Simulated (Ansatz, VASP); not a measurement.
**Rh in VASP and in Ansatz**

```
Rh
1.0
     2.72910    0.00000    0.00000
    -1.36455    2.36347    0.00000
     0.00000    0.00000    8.49480
Rh
4
Cartesian
  0.0000 0.0000 0.0000
  0.0000 1.5756 2.1237
  0.0000 0.0000 4.2474
  1.3646 0.7878 6.3711
```

Alike in both runs: task single point; functional PBEsol; k mesh 18 × 18 × 6; occupations gaussian, width 0.15 eV; no spin polarisation.

|  | VASP | Ansatz |
| --- | --- | --- |
| version | VASP 6.6.1 | Ansatz 0.2.0 |
| potentials or method | VASP PAW PBE potentials, release 64 (Rh_pv), cutoff 520 eV | scalar-relativistic, plane waves, PAW |
| valence electrons in the cell | 60 | 68 |

|  | VASP | Ansatz | Ansatz less VASP |
| --- | --- | --- | --- |
| gap on the k mesh at the Fermi level (eV) | none | none | - |
| pressure (GPa) | -2.8 | -2.7 | +0.13 |
| traceless stress, the component that is largest in VASP (GPa) | 10.59 | 10.62 | +0.028 |

VASP's potentials were made for PBE, not for PBEsol, and Ansatz warns of the same on its side. A gap of «none» marks a metal or a gap that the smearing closes. VASP's potentials hold 60 valence electrons a cell and Ansatz's 68, so a difference there can come from the potentials and not from the codes.
